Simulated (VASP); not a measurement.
Runs of VASP 6.6.1 on LaMnIn. The structure is that of space group P-6m2 (No. 187), or close to it. The cells are those of the table. 

```tsv
task	cell	gap on the mesh (eV)	pressure (GPa)	moment (μB)
single point	a = 4.639, b = 4.639, c = 4.097 Å, angles 90.0, 90.0, 120.0°, 3 atoms	none	(b)	3.21
relaxation of the atoms	atoms relaxed from a = 4.410, b = 4.410, c = 4.097 Å, angles 90.0, 90.0, 120.0°, 3 atoms	none	12.8	(c)
single point	a = 4.410, b = 4.410, c = 4.097 Å, angles 90.0, 90.0, 120.0°, 3 atoms	none	12.9	3.04
single point	a = 4.593, b = 4.593, c = 4.097 Å, angles 90.0, 90.0, 120.0°, 3 atoms	none	4.9	3.15
single point	a = 4.547, b = 4.547, c = 4.097 Å, angles 90.0, 90.0, 120.0°, 3 atoms	none	(a)	3.12
```

Alike in all rows: level PBE; potentials or basis VASP PAW PBE potentials, release 64 (La, In_d, Mn_pv); spin collinear, ferromagnetic start; k mesh 6 × 6 × 6; cutoff (eV) 520; smearing fermi-dirac 0.05 eV.

Question: Fill in the values left out.

Answer: (a) 6.8; (b) 3.4; (c) 3.03.

Caveats: spin-orbit coupling is left out, which moves the levels of the heavy elements; the cell stands under pressure (at least some runs); the stress differs along the axes, from 7 to 16 GPa (at least some runs).

A k mesh can miss the band edges, and the runs leave out spin-orbit coupling on In, La.

A gap of «none» marks levels without a gap at the run's occupations.
